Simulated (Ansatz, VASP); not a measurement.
# Two plane-wave programs on Ta2N

```xyz
6
Lattice="6.6536 0.0000 0.0000 -3.3268 5.7621 0.0000 0.0000 0.0000 2.8249" Properties=species:S:1:pos:R:3 pbc="T T T"
Ta    3.3268    0.0000    1.4124
Ta   -1.6634    2.8811    1.4124
Ta    1.6634    2.8811    1.4124
Ta    0.0000    0.0000    0.0000
N     0.0000    3.8414    1.4124
N     3.3268    1.9207    1.4124
```

Alike in both runs: functional PBE; k mesh 3 × 3 × 6; occupations gaussian, width 0.1 eV; no spin polarisation.

Ansatz relaxed the structure, and its values are those at the end. VASP's run is a single point on that final structure, the one shown.

|  | VASP | Ansatz |
| --- | --- | --- |
| version | VASP 6.6.1 | Ansatz 0.2.0 |
| potentials or method | VASP PAW PBE potentials, release 64 (Ta_sv_GW, N), cutoff 600 eV | scalar-relativistic, plane waves, PAW |
| valence electrons in the cell | 62 | 62 |

Ansatz gave:

```
gap on the k mesh at the Fermi level (eV) : none
pressure (GPa)                            : -0.1
```

Problem. What did VASP give for the same quantities?

Solution. gap on the k mesh at the Fermi level (eV): none; pressure (GPa): 0.0.

A gap of «none» marks a metal or a gap that the smearing closes.

The k mesh is coarse, so the values compare programs but aren't converged. Spin-orbit coupling is off throughout.
